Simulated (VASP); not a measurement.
# HfN (I4/mmm) in VASP: further runs, part 2 of 2

VASP 6.6.1.

### Step 4. Single point, PBE (strain -0.080 along x and y, +0.000 along z)

Contents of INCAR:

```
SYSTEM = HfN
PREC     = Accurate       ! precision mode
ENCUT    = 520            ! plane-wave cutoff, eV
EDIFF    = 1E-6           ! SCF threshold, eV
ISMEAR   = 0              ! smearing method
SIGMA    = 0.15           ! smearing width, eV
LREAL    = .FALSE.        ! projectors in reciprocal space
LASPH    = .TRUE.         ! aspherical terms in the spheres
NELM     = 80             ! most SCF steps
ALGO     = Normal         ! electronic algorithm
ISIF     = 2              ! what is computed and relaxed
LWAVE    = .FALSE.        ! write WAVECAR
LCHARG   = .TRUE.         ! write CHGCAR
GGA      = PE             ! functional
LELF     = .TRUE.         ! ELF
LVHAR    = .TRUE.       
NBANDS   = 14             ! bands
```

Contents of KPOINTS:

```
regular mesh
0
G
  18 18 18
  0 0 0
```

Contents of POSCAR:

```
HfN
1.0
    0.0000000000      2.0782800000      2.2590000000
    2.0782800000      0.0000000000      2.2590000000
    2.0782800000      2.0782800000      0.0000000000
Hf N
1 1
Direct
    0.0000000000      0.0000000000      0.0000000000
    0.5000000000      0.5000000000      0.5000000000
```

Potentials or basis: VASP PAW PBE potentials, release 64 (Hf_pv, N).

On the command line:

```console
cat potpaw_PBE.64/Hf_pv/POTCAR potpaw_PBE.64/N/POTCAR > POTCAR
mpirun -np 1 vasp_std > vasp.out
```

OUTCAR:

```text
SYSTEM = HfN
   PREC = Accurate
   ENCUT = 520
   EDIFF = 1E-6
   ISMEAR = 0
   LREAL = .FALSE.
   LASPH = .TRUE.
   NELM = 80
   ISIF = 2
   GGA = PE

 ion  position               nearest neighbor table
   1  0.000  0.000  0.000-   2 2.08   2 2.08   2 2.08   2 2.08   2 2.26   2 2.26
   2  0.500  0.500  0.500-   1 2.08   1 2.08   1 2.08   1 2.08   1 2.26   1 2.26

  LATTYP: Found a body centered tetragonal cell.
 ALAT       =     2.9391317624
 C/A-ratio  =     1.5371886548

  Lattice vectors:

 A1 = (  -2.0782800000,   0.0000000000,   2.2590000000)
 A2 = (   2.0782800000,   0.0000000000,   2.2590000000)
 A3 = (   0.0000000000,   2.0782800000,  -2.2590000000)

Analysis of symmetry for initial positions (statically):
=====================================================================
 Subroutine PRICEL returns:
 Original cell was already a primitive cell.

 Routine SETGRP: Setting up the symmetry group for a
 body centered tetragonal supercell.

 Subroutine GETGRP returns: Found 16 space group operations
 (whereof 16 operations were pure point group operations)
 out of a pool of 16 trial point group operations.

The static configuration has the point symmetry D_4h.

Analysis of symmetry for dynamics (positions and initial velocities):
=====================================================================
 Subroutine PRICEL returns:
 Original cell was already a primitive cell.

 Routine SETGRP: Setting up the symmetry group for a
 body centered tetragonal supercell.

 Subroutine GETGRP returns: Found 16 space group operations
 (whereof 16 operations were pure point group operations)
 out of a pool of 16 trial point group operations.

The dynamic configuration has the point symmetry D_4h.

 Subroutine INISYM returns: Found 16 space group operations
 (whereof 16 operations are pure point group operations),
 and found     1 'primitive' translations

----------------------------------------------------------------------------------------

                                     Primitive cell

  volume of cell :      19.5144

  direct lattice vectors                    reciprocal lattice vectors
     0.000000000  2.078280000  2.259000000    -0.240583559  0.240583559  0.221336875
     2.078280000  0.000000000  2.259000000     0.240583559 -0.240583559  0.221336875
     2.078280000  2.078280000  0.000000000     0.240583559  0.240583559 -0.221336875

  length of vectors
     3.069581202  3.069581202  2.939131762     0.405895196  0.405895196  0.405895196

  position of ions in fractional coordinates (direct lattice)
     0.000000000  0.000000000  0.000000000
     0.500000000  0.500000000  0.500000000

  ion indices of the primitive-cell ions
   primitive index   ion index
                 1           1
                 2           2

----------------------------------------------------------------------------------------

 KPOINTS: regular mesh

Automatic generation of k-mesh.
 Grid dimensions read from file:
 generate k-points for:   18   18   18

 Generating k-lattice:

  Cartesian coordinates                     Fractional coordinates (reciprocal lattice)
    -0.013365753  0.013365753  0.012296493     0.055555556  0.000000000  0.000000000
     0.013365753 -0.013365753  0.012296493     0.000000000  0.055555556  0.000000000
[... 41 lines left out ...]
   number of dos      NEDOS =    301   number of ions     NIONS =      2
   total plane-waves  NPLWV =  13824
   dimension x,y,z NGX =    24 NGY =   24 NGZ =   24
   dimension x,y,z NGXF=    48 NGYF=   48 NGZF=   48
   ions per type =               1   1
   NGX,Y,Z   is equivalent  to a cutoff of  13.00, 13.00, 13.58 a.u.
   NGXF,Y,Z  is equivalent  to a cutoff of  26.00, 26.00, 27.15 a.u.
 SYSTEM =  HfN
   PREC   = accura    normal or accurate (medium, high low for compatibility)
   ISTART =      0    job   : 0-new  1-cont  2-samecut
   ICHARG =      2    charge: 1-file 2-atom 10-const
   ISPIN  =      1    spin polarized calculation?
   LNONCOLLINEAR =      F non collinear calculations
   LSORBIT =      F    spin-orbit coupling
   LASPH  =      T    aspherical Exc in radial PAW
   ENCUT  =  520.0 eV  38.22 Ry    6.18 a.u.   5.71  5.71  5.46*2*pi/ulx,y,z
   NELM   =     80;   NELMIN=  2; NELMDL= -5     # of ELM steps
   EDIFF  = 0.1E-05   stopping-criterion for ELM
   LREAL  =      F    real-space projection
   EDIFFG = 0.1E-04   stopping-criterion for IOM
   NSW    =      0    number of steps for IOM
   IBRION =     -1    ionic relax: 0-MD 1-quasi-New 2-CG
   NFREE  =      0    steps in history (QN), initial steepest desc. (CG)
   ISIF   =      2    stress and relaxation
   ISYM   =      2    0-nonsym 1-usesym 2-fastsym
   POTIM  = 0.5000    time-step for ionic-motion
   TEBEG  =    0.0;   TEEND  =   0.0 temperature during run
   PSTRESS=    0.0 pullay stress
   NELECT =      15.0000    total number of electrons
   NUPDOWN=      -1.0000    fix difference up-down
   EMIN   =  10.00;   EMAX   =-10.00  energy-range for DOS
   EFERMI =   0.00;   METHOD = LEGACY
   ISMEAR =     0;   SIGMA  =   0.15  broadening in eV -4-tet -1-fermi 0-gaus
   EFERMI_NEDOS =   21; number of points for ismear=-14 and -15
   IALGO  =     38    algorithm
   IMIX   =      4    mixing-type and parameters
     AMIX     =   0.40;   BMIX     =  1.00
     AMIX_MAG =   1.60;   BMIX_MAG =  1.00
  volume/ion in A,a.u.               =       9.76        65.84
  Fermi-wavevector in a.u.,A,eV,Ry     =   1.499640  2.833909 30.598433  2.248921
  Thomas-Fermi vector in A             =   2.611244
   LORBIT       =      0    0 simple, 1 ext, 2 COOP (PROOUT), +10 PAW based schemes
   GGA     = PE    functional components
   LHFCALC =     F    Hartree Fock is set to
   AEXX    =    0.0000 exact exchange contribution
   IVDW    =     0    specifies the selected vdW correction
   LEPSILON=     F    determine dielectric tensor
   LRPA    =     F    only Hartree local field effects (RPA)
 non-spin polarized calculation
 Gauss-broadening in eV      SIGMA  =   0.15
  energy-cutoff  :      520.00
  volume of cell :       19.51
 maximum number of plane-waves:       549
   NGX = 11   NGY = 11   NGZ = 11

 number of electron      14.9999998 magnetization

 Free energy of the ion-electron system (eV)
  ---------------------------------------------------
  ext. energy  EPLUGINS =         0.00000000
  ---------------------------------------------------
  free energy    TOTEN  =       -20.76971289 eV

  energy without entropy =      -20.76448913  energy(sigma->0) =      -20.76710101

 E-fermi :   9.9811     XC(G=0): -13.6184

 val. band max:        9.9753074835   @ k =   0.1667  -0.0000   0.0000
 cond. band min:       9.9841643087   @ k =  -0.4444   0.2778   0.0000
 fundamental gap:      0.0088568252
 Fermi energy:         9.9811003470

 k-point     1 :       0.0000    0.0000    0.0000
  band No.  band energies     occupation
      1     -20.5611      2.00000
      2     -20.4959      2.00000
      3     -20.4959      2.00000
      4      -8.5594      2.00000
      5       6.3461      2.00000
      6       6.9765      2.00000
      7       6.9765      2.00000
      8       8.7558      2.00000
      9       9.9083      1.50738
     10       9.9083      1.50738
     11      10.5565      0.00000
     12      13.0834      0.00000
     13      14.7079      0.00000
     14      20.0044      0.00000
[... 377 lines left out ...]
      1     -21.4825      2.00000
      2     -20.7016      2.00000
      3     -20.4843      2.00000
      4      -6.7046      2.00000
      5       3.0058      2.00000
      6       4.1495      2.00000
      7       4.2398      2.00000
      8      10.6581      0.00000
      9      11.3780      0.00000
     10      12.0337      0.00000
     11      13.2404      0.00000
     12      18.0384      0.00000
     13      18.1503      0.00000
     14      22.9955      0.00000

 [... further k-points ...]

------------------------ aborting loop because EDIFF is reached ----------------------------------------

  FORCE on cell =-STRESS in cart. coord.  units (eV):
  Direction    XX          YY          ZZ          XY          YZ          ZX
  --------------------------------------------------------------------------------------
  -------------------------------------------------------------------------------------
  Total       12.6237215     12.6237215      2.9953194      0.0000000      0.0000000      0.0000000
  in kB     1036.4387544   1036.4387544    245.9231281      0.0000000      0.0000000      0.0000000
  external PRESSURE =     772.9335456 kB  Pullay stress =       0.0000000 kB

 VOLUME and BASIS-vectors are now :
 -----------------------------------------------------------------------------
  energy-cutoff  :      520.00
  volume of cell :       19.51
      direct lattice vectors                 reciprocal lattice vectors
     0.000000000  2.078280000  2.259000000    -0.240583559  0.240583559  0.221336875
     2.078280000  0.000000000  2.259000000     0.240583559 -0.240583559  0.221336875
     2.078280000  2.078280000  0.000000000     0.240583559  0.240583559 -0.221336875

 POSITION                                       TOTAL-FORCE (eV/Angst)
 -----------------------------------------------------------------------------------
      0.00000      0.00000      0.00000        -0.000000      0.000000     -0.000000
      2.07828      2.07828      2.25900         0.000000     -0.000000      0.000000
 -----------------------------------------------------------------------------------
    total drift:                                0.000000     -0.000000     -0.000000

  FREE ENERGIE OF THE ION-ELECTRON SYSTEM (eV)
  ---------------------------------------------------
  free  energy   TOTEN  =       -20.7697128888 eV

  energy  without entropy=      -20.7644891319  energy(sigma->0) =      -20.76710101
```

Wall time 47 s (1 thread of Intel Xeon Platinum 8488C (Sapphire Rapids), shared host); peak memory 0.25 GiB.

Results:

| Item | Value |
| --- | --- |
| Free energy | -20.7697 eV |
| Pressure | 77.3 GPa |
| Band gap on the k mesh | zero (an odd number of electrons rules out a gap without spin polarisation) |

Stress tensor (GPa, compression positive):
```
103.64   0.00   0.00
  0.00 103.64   0.00
  0.00   0.00  24.59
```

Caveat: the cell differs from its parent crystal (strain -0.080 along x and y, +0.000 along z); the stress differs along the axes, from 25 to 104 GPa; spin-orbit coupling is left out, which moves the levels of the heavy elements; an odd number of electrons without spin polarisation forces a metal; a magnetic or distorted state may lie lower.

### Step 5. The runs side by side

```csv
cell,gap on the mesh (eV),pressure (GPa)
"a = 3.387, b = 3.387, c = 3.322 Å, angles 60.6, 60.6, 58.7°, 2 atoms",none,-27.9
"a = 3.004, b = 3.004, c = 2.939 Å, angles 60.7, 60.7, 58.6°, 2 atoms",none,96.7
"a = 3.070, b = 3.070, c = 2.939 Å, angles 61.4, 61.4, 57.2°, 2 atoms",none,77.3
```

Alike in all rows: task single point; level PBE; potentials or basis VASP PAW PBE potentials, release 64 (Hf_pv, N); no spin polarisation; k mesh 18 × 18 × 18; cutoff (eV) 520; smearing gaussian 0.15 eV.

Caveats: spin-orbit coupling is left out, which moves the levels of the heavy elements; an odd number of electrons without spin polarisation forces a metal; a magnetic or distorted state may lie lower; the stress differs along the axes, from -33 to -26 GPa (at least some runs); the stress differs along the axes, from 64 to 113 GPa (at least some runs); the stress differs along the axes, from 25 to 104 GPa (at least some runs).

Total energies depend on the potentials used, so only differences within one code and one set of settings carry meaning.
